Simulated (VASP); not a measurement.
Al, 1 atom in the cell. It takes space group I4/mmm (No. 139, tetragonal). The conventional cell has a = 3.183 Å, b = 3.183 Å, c = 3.430 Å, α = 90.00°, β = 90.00°, γ = 90.00°. Within 3.7 Å of Al (site symmetry 4/mmm) lie 14 Al at 2.83 to 3.43 Å.  This cell differs from its parent crystal: volume 17.379 Å^3 an atom, c/a of the conventional cell 1.0776.

* Program: VASP 6.6.1
* Task: single point
* Functional: PBE
* Potentials or basis: VASP PAW PBE potentials, release 64 (Al)
* Cutoff: 520 eV
* k mesh: 22 × 22 × 22
* Occupations: gaussian, width 0.15 eV
* Spin: no spin polarisation
* Dipole correction: no
* Further INCAR settings: ALGO = Fast; EDIFF = 1e-06; NBANDS = 8

Potentials or basis: VASP PAW PBE potentials, release 64 (Al).

Launch:

```bash
$ cat potpaw_PBE.64/Al/POTCAR > POTCAR
$ mpirun -np 1 vasp_std > vasp.out
```

Hardware: 1 thread of Intel(R) Xeon(R) Platinum 8559C (Emerald Rapids), with other jobs on the host.

Q: How long does it take, and how much memory?

A: Wall time 33 s on 1 thread of Intel(R) Xeon(R) Platinum 8559C (Emerald Rapids), on a shared host, peak memory 0.22 GiB. Counts: scf iterations 10, k points 834.
